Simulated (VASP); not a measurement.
# Cu in VASP: notebook, part 2 of 2

VASP 6.6.1. Earlier steps stand in the parts before.

**3. Single point, LDA (the cell strained at random)**

File INCAR:

```
ALGO = Normal
EDIFF = 1E-7
ENCUT = 520
ISIF = 2
ISMEAR = 0
LASPH = T
LCHARG = F
LREAL = F
LWAVE = F
NBANDS = 12
NELM = 60
PREC = Accurate
SIGMA = 0.025
```

File KPOINTS:

```
k-points
0
Gamma
  10 10 10
```

File POSCAR:

```
Cu
1.0
   -1.4762890000      1.4474620000      1.3868760000
    1.4393640000     -1.4568700000      1.3580260000
    1.4560510000      1.4366330000     -1.3967410000
Cu
1
Direct
    0.0020870000      0.0097880000      0.0042980000
```

Potentials or basis: VASP PAW LDA potentials, release 64 (Cu).

Command:

```
$ cat potpaw_LDA.64/Cu/POTCAR > POTCAR
$ mpirun -np 1 vasp_std > vasp.out
```

OUTCAR:

```text
EDIFF = 1E-7
   ENCUT = 520
   ISIF = 2
   ISMEAR = 0
   LASPH = T
   LREAL = F
   NELM = 60
   PREC = Accurate

 ion  position               nearest neighbor table
   1  0.002  0.010  0.004-

  LATTYP: Found a triclinic cell.
 ALAT       =     2.4573305716
 B/A-ratio  =     1.1737056909
 C/A-ratio  =     1.1171335689
 COS(alpha) =     0.0067526765
 COS(beta)  =     0.5467425833
 COS(gamma) =     0.5988491963

  Lattice vectors:

 A1 = (  -1.4393640000,   1.4568700000,  -1.3580260000)
 A2 = (  -0.0202380000,   2.8840950000,  -0.0098650000)
 A3 = (   0.0369250000,   0.0094080000,  -2.7449020000)

Analysis of symmetry for initial positions (statically):
=====================================================================
 Subroutine PRICEL returns:
 Original cell was already a primitive cell.

 Routine SETGRP: Setting up the symmetry group for a
 triclinic supercell.

 Subroutine GETGRP returns: Found  2 space group operations
 (whereof  1 operations were pure point group operations)
 out of a pool of  2 trial point group operations.

The static configuration has the point symmetry C_1 .
[... 171 lines left out ...]
      2       4.2787      2.00000
      3       4.5209      2.00000
      4       4.6112      2.00000
      5       5.4192      2.00000
      6       5.6502      2.00000
      7      32.2471      0.00000
      8      32.8506      0.00000
      9      33.8760      0.00000
     10      36.2784      0.00000
     11      36.3536      0.00000
     12      36.5201      0.00000
[... 331 lines left out ...]
 k-point    24 :      -0.3000    0.2000   -0.0000
  band No.  band energies     occupation
      1       0.5846      2.00000
      2       4.1400      2.00000
      3       4.2232      2.00000
      4       5.2358      2.00000
      5       5.5221      2.00000
      6       5.6818      2.00000
      7      20.8514      0.00000
      8      26.1784      0.00000
      9      28.2663      0.00000
     10      32.7097      0.00000
     11      35.3353      0.00000
     12      37.7289      0.00000

 [... further k-points ...]

------------------------ aborting loop because EDIFF is reached ----------------------------------------

  FORCE on cell =-STRESS in cart. coord.  units (eV):
  Direction    XX          YY          ZZ          XY          YZ          ZX
  --------------------------------------------------------------------------------------
  -------------------------------------------------------------------------------------
  Total       -0.4541135     -0.4305952     -0.5716139      0.0869501     -0.0075295      0.0501486
  in kB      -63.4983708    -60.2098249    -79.9283627     12.1581776     -1.0528478      7.0122404
  external PRESSURE =     -67.8788528 kB  Pullay stress =       0.0000000 kB

 VOLUME and BASIS-vectors are now :
 -----------------------------------------------------------------------------
  energy-cutoff  :      520.00
  volume of cell :       11.46
      direct lattice vectors                 reciprocal lattice vectors
    -1.476289000  1.447462000  1.386876000     0.007321033  0.348031128  0.365603073
     1.439364000 -1.456870000  1.358026000     0.350334087  0.003720617  0.369037252
     1.456051000  1.436633000 -1.396741000     0.347892819  0.349190519  0.005876759

 POSITION                                       TOTAL-FORCE (eV/Angst)
 -----------------------------------------------------------------------------------
      0.01727     -0.00506      0.01018         0.000000      0.000000      0.000000
 -----------------------------------------------------------------------------------
    total drift:                               -0.000041      0.000001      0.000053

  FREE ENERGIE OF THE ION-ELECTRON SYSTEM (eV)
  ---------------------------------------------------
  free  energy   TOTEN  =        -4.6348151967 eV

  energy  without entropy=       -4.6345982269  energy(sigma->0) =       -4.63470671
```

OSZICAR:

```text
N       E                     dE             d eps       ncg     rms          rms(c)
DAV:   1     0.416110912048E+02    0.41611E+02   -0.53637E+03 13580   0.157E+03
DAV:   2    -0.427720305502E+01   -0.45888E+02   -0.42313E+02 12532   0.206E+02
DAV:   3    -0.563449268891E+01   -0.13573E+01   -0.13512E+01 13864   0.404E+01
DAV:   4    -0.564289111208E+01   -0.83984E-02   -0.83971E-02 13648   0.283E+00
DAV:   5    -0.564297424836E+01   -0.83136E-04   -0.83135E-04 14064   0.285E-01    0.796E+00
DAV:   6    -0.504749077744E+01    0.59548E+00   -0.14987E+01 14136   0.767E+01    0.406E+00
DAV:   7    -0.465188956826E+01    0.39560E+00   -0.24361E+00 14232   0.308E+01    0.643E-01
DAV:   8    -0.463632385576E+01    0.15566E-01   -0.69535E-03 14860   0.104E+00    0.269E-01
DAV:   9    -0.463480482433E+01    0.15190E-02   -0.56993E-03 15356   0.124E+00    0.157E-02
DAV:  10    -0.463481312973E+01   -0.83054E-05   -0.29755E-05 14340   0.913E-02    0.588E-03
DAV:  11    -0.463481515581E+01   -0.20261E-05   -0.18755E-06 16792   0.301E-02    0.891E-04
DAV:  12    -0.463481519674E+01   -0.40931E-07   -0.18484E-08  8188   0.316E-03
   1 F= -.46348152E+01 E0= -.46347067E+01  d E =-.216970E-03
```

stdout:

```text
POSCAR found type information on POSCAR Cu
 POSCAR found :  1 types and       1 ions
 scaLAPACK will be used
 LDA part: xc-table for (Slater(with rela. corr.)+CA(PZ))
 , standard interpolation
 POSCAR, INCAR and KPOINTS ok, starting setup
 FFT: planning ... GRIDC
 FFT: planning ... GRID_SOFT
 FFT: planning ... GRID
 WAVECAR not read
 entering main loop
```

Wall time 74 s (1 thread of AMD EPYC 7R13, shared host); peak memory 0.14 GiB.

Results:

* Free energy: -4.6348 eV
* Pressure: -6.8 GPa

Levels at points of the mesh, in eV from the Fermi level:
| k point | band 3 | band 4 | band 5 | band 6 | band 7 | band 8 | band 9 | band 10 |
| --- | --- | --- | --- | --- | --- | --- | --- | --- |
| (0.00, 0.00, 0.00) | -3.24 | -3.15 | -2.34 | -2.11 | 24.49 | 25.09 | 26.12 | 28.52 |
| (0.50, 0.00, 0.00) | -2.25 | -2.02 | -1.45 | -0.47 | 4.75 | 16.91 | 17.42 | 21.23 |
| (0.00, 0.50, 0.00) | -2.29 | -2.05 | -1.43 | -0.34 | 4.94 | 16.94 | 17.21 | 21.16 |
| (0.50, 0.50, 0.00) | -2.40 | -2.13 | -1.49 | -1.03 | 3.92 | 18.22 | 19.52 | 22.62 |
| (0.00, 0.00, 0.50) | -2.44 | -2.19 | -1.47 | -0.83 | 4.23 | 18.24 | 18.99 | 22.46 |
| (0.50, 0.00, 0.50) | -2.22 | -1.98 | -1.48 | -0.76 | 4.32 | 17.20 | 17.99 | 21.57 |
| (0.00, 0.50, 0.50) | -2.23 | -2.00 | -1.45 | -0.58 | 4.59 | 16.53 | 18.08 | 21.21 |
| (0.50, 0.50, 0.50) | -1.69 | -1.65 | -1.56 | 7.51 | 7.68 | 9.60 | 13.39 | 14.01 |

Caveat: the cell differs from its parent crystal (the cell strained at random).
